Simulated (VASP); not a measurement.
Input of a VASP 6.6.1 run:

File INCAR:

```
SYSTEM = PdPt3Se8
PREC = Accurate ; ENCUT = 520
EDIFF = 1E-7 ; ISMEAR = 0
SIGMA = 0.1 ; LREAL = .False.
LASPH = .True. ; NELM = 100
ALGO = Normal ; ISIF = 2
LWAVE = .False. ; LCHARG = .False.
GGA = PE ; NBANDS = 56
```

The input KPOINTS:

```
regular mesh
0
Gamma
  3 3 4
  0 0 0
```

The input POSCAR:

```
PdPt3Se8
1.0
    7.5009942000      0.0000000000      0.0000000000
   -3.7504971000      6.4960515000      0.0000000000
    0.0000000000      0.0000000000      6.2823573000
Pd Pt Se
1 3 8
Direct
    0.0000000000      0.0000000000      0.0000000000
    0.0000000000      0.5000000000      0.0000000000
    0.5000000000      0.5000000000      0.0000000000
    0.5000000000      0.0000000000      0.0000000000
    0.3333333000      0.6666667000      0.7916960000
    0.3342070000      0.1671035000      0.7921000000
    0.8328965000      0.6657930000      0.7921000000
    0.8328965000      0.1671035000      0.7921000000
    0.1671035000      0.8328965000      0.2079000000
    0.1671035000      0.3342070000      0.2079000000
    0.6657930000      0.8328965000      0.2079000000
    0.6666667000      0.3333333000      0.2083040000
```

Potentials or basis: VASP PAW PBE potentials, release 64 (Pd, Pt, Se).

Command:

```bash
$ cat potpaw_PBE.64/Pd/POTCAR potpaw_PBE.64/Pt/POTCAR potpaw_PBE.64/Se/POTCAR > POTCAR
$ mpirun -np 1 vasp_std > vasp.out
```

Estimate the band gap on the k mesh.

0.82 eV (least direct gap 0.91 eV).

Predict the largest force.

0.011 eV/Å.

Predict the pressure.

0.0 GPa.

Forces in eV/Å, atoms in the order of the input:
```
Pd   0.000  0.000  0.000
Pt   0.000  0.000  0.000
Pt   0.000  0.000  0.000
Pt   0.000  0.000  0.000
Se   0.000  0.000  0.006
Se   0.006  0.003  0.008
Se   0.000 -0.007  0.008
Se  -0.006  0.003  0.008
Se   0.006 -0.003 -0.008
Se   0.000  0.007 -0.008
Se  -0.006 -0.003 -0.008
Se   0.000  0.000 -0.006
```

Caveat: spin-orbit coupling is left out, which moves the levels of the heavy elements; this functional lacks dispersion, which binds layers or chains, so the pressure and a relaxed spacing across them are unreliable. A k mesh can miss the band edges.
